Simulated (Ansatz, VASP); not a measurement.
# One calculation of Mo2C3, two programs

```
Mo C
1.0
     3.42933    0.00000    0.00000
     0.00000    3.42933    0.00000
     0.00000    0.00000    5.16104
Mo C
2 3
Direct
  0.50000 0.50000 0.74411
  0.50000 0.50000 0.25589
  0.00000 0.00000 0.00000
  0.50000 0.00000 0.00000
  0.00000 0.50000 0.00000
```

Alike in both runs: functional PBE; k mesh 12 × 12 × 8; occupations gaussian, width 0.1 eV; no spin polarisation.

Ansatz relaxed the structure, and its values are those at the end. VASP's run is a single point on that final structure, the one shown.

|  | VASP | Ansatz |
| --- | --- | --- |
| version | VASP 6.6.1 | Ansatz 0.2.0 |
| potentials or method | VASP PAW PBE potentials, release 64 (Mo_sv, C), cutoff 520 eV | scalar-relativistic, plane waves, PAW |
| valence electrons in the cell | 40 | 40 |

VASP gave:

- gap on the k mesh at the Fermi level (eV): none
- pressure (GPa): 0.3
- rms of the force components (eV/Å): 0.007

**Question.** Estimate Ansatz's values.

**Answer.** gap on the k mesh at the Fermi level (eV): none; pressure (GPa): 0.0; rms of the force components (eV/Å): 0.001.

A gap of «none» marks a metal or a gap that the smearing closes.
